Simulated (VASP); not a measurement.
Wanted: the native input for a VASP 6.6.1 run.

- Task: single point
- Functional: PBE-based screened hybrid with 25 % exact exchange
- Potentials or basis: VASP PAW PBE potentials, release 64 (Ag, Rh_pv)
- Cutoff: 520 eV
- k mesh: 6 × 6 × 3
- Occupations: fermi-dirac, width 0.05 eV
- Spin: no spin polarisation
- Dipole correction: no
- Grid for exact exchange (PRECFOCK): Normal
- Share of exact exchange: 0.25
- Further INCAR settings: ALGO = Normal; EDIFF = 1e-06; NBANDS = 20
- Screening parameter: 0.3 1/Å

The system is AgRh.

```
Ag Rh
1.0
     2.73215    0.00000    0.00000
    -1.36607    2.36611    0.00000
     0.00000    0.00000    4.77600
Ag Rh
1 1
Cartesian
  0.0000 0.0000 2.3880
  1.3661 0.7887 0.0000
```

The input as run:

POSCAR

```
AgRh
1.0
    2.7321472349      0.0000000000      0.0000000000
   -1.3660736175      2.3661089123      0.0000000000
    0.0000000000      0.0000000000      4.7759975312
Ag Rh
1 1
Direct
    0.0000000000      0.0000000000      0.5000000000
    0.6666666667      0.3333333333      0.0000000000
```

INCAR.step1

```
PREC     = Accurate       # precision mode
ENCUT    = 520            # plane-wave cutoff, eV
EDIFF    = 1E-5           # SCF threshold, eV
ISMEAR   = -1             # smearing method
SIGMA    = 0.05           # smearing width, eV
LREAL    = False          # projectors in reciprocal space
LASPH    = True           # aspherical terms in the spheres
NELM     = 80             # most SCF steps
ALGO     = Normal         # electronic algorithm
ISIF     = 2              # what is computed and relaxed
LWAVE    = True           # write WAVECAR
LCHARG   = False          # write CHGCAR
NBANDS   = 20             # bands
GGA      = PE             # functional
```

INCAR.step2

```
PREC     = Accurate       # precision mode
ENCUT    = 520            # plane-wave cutoff, eV
EDIFF    = 1E-6           # SCF threshold, eV
ISMEAR   = -1             # smearing method
SIGMA    = 0.05           # smearing width, eV
LREAL    = False          # projectors in reciprocal space
LASPH    = True           # aspherical terms in the spheres
NELM     = 80             # most SCF steps
ALGO     = Normal         # electronic algorithm
ISIF     = 2              # what is computed and relaxed
LWAVE    = False          # write WAVECAR
LCHARG   = False          # write CHGCAR
GGA      = PE             # functional
LHFCALC  = True           # exact exchange
AEXX     = 0.25           # exact-exchange fraction
HFSCREEN = 0.3            # screening, 1/A
PRECFOCK = Normal       
NBANDS   = 20             # bands
ISTART   = 1
```

KPOINTS

```
Automatic mesh
0
Gamma
  6 6 3
```

Potentials or basis: VASP PAW PBE potentials, release 64 (Ag, Rh_pv).

Command:

```bash
$ cat potpaw_PBE.64/Ag/POTCAR potpaw_PBE.64/Rh_pv/POTCAR > POTCAR
$ cp INCAR.step1 INCAR
$ mpirun -np 1 vasp_std > vasp.out
$ cp INCAR.step2 INCAR
$ mpirun -np 1 vasp_std > vasp.out
```

It gave:

```json
{"Pressure": "0.2 GPa", "Band gap on the k mesh": "zero (bands 13 and 14 overlap by 1.63 eV)"}
```

Caveat: the k points lie up to 0.44 Å⁻¹ apart, too coarse for converged energies and pressures of a metal; the PAW data sets were made with another functional, which shifts forces and pressure a little.

It took 41 min on 1 thread of Intel(R) Xeon(R) Platinum 8259CL CPU @ 2.50GHz (Skylake/Cascade Lake), on a shared host, peak memory 0.26 GiB.
